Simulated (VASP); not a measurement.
Set up this calculation in VASP 6.6.1, as the native input.

| Item | Value |
| --- | --- |
| Task | electric field gradients |
| Functional | PBEsol |
| Potentials or basis | VASP PAW PBE potentials, release 64 (Ga_d, P) |
| Cutoff | 520 eV |
| k mesh | 12 × 12 × 12 |
| Occupations | fermi-dirac, width 0.08 eV |
| Spin | no spin polarisation |
| Dipole correction | no |
| Further INCAR settings | ALGO = Normal; EDIFF = 1e-08; NBANDS = 16 |

The structure of GaP lies in POSCAR:

```
GaP
1.0
    0.0000000000      2.7252500000      2.7525025000
    2.7252500000      0.0000000000      2.7525025000
    2.7252500000      2.7252500000      0.0000000000
Ga P
1 1
Direct
    0.0000000000      0.0000000000      0.0000000000
    0.7500000000      0.7500000000      0.7500000000
```

This cell differs from its parent crystal: zz strain of +1 %.

One way to write it, as run:

INCAR

```
PREC     = Accurate       # precision mode
ENCUT    = 520            # plane-wave cutoff, eV
EDIFF    = 1E-8           # SCF threshold, eV
ISMEAR   = -1             # smearing method
SIGMA    = 0.08           # smearing width, eV
LREAL    = False          # projectors in reciprocal space
LASPH    = True           # aspherical terms in the spheres
NELM     = 80             # most SCF steps
ALGO     = Normal         # electronic algorithm
ISIF     = 2              # what is computed and relaxed
LWAVE    = False          # write WAVECAR
LCHARG   = False          # write CHGCAR
GGA      = PS             # functional
LEFG     = True         
NBANDS   = 16             # bands
```

KPOINTS

```
Automatic mesh
0
Gamma
  12 12 12
```

Potentials or basis: VASP PAW PBE potentials, release 64 (Ga_d, P).

Run with:

```bash
$ cat potpaw_PBE.64/Ga_d/POTCAR potpaw_PBE.64/P/POTCAR > POTCAR
$ mpirun -np 1 vasp_std > vasp.out
```

Results of the run:

```
Pressure                                : -1.4 GPa
Band gap on the k mesh                  : 1.44 eV (least direct gap 1.65 eV)
Largest electric field gradient by atom : Ga -1.7; P +1.2 V/Å²
```

Caveat: the cell differs from its parent crystal (zz strain of +1 %); without QUAD_EFG the Cq values of the log hold for a quadrupole moment of 1 mb, not for the nuclei; the PAW data sets were made with another functional, which shifts forces and pressure a little.

Run time: 3.7 min on 1 thread of Intel Xeon 8259CL (shared host), peak memory 0.25 GiB.
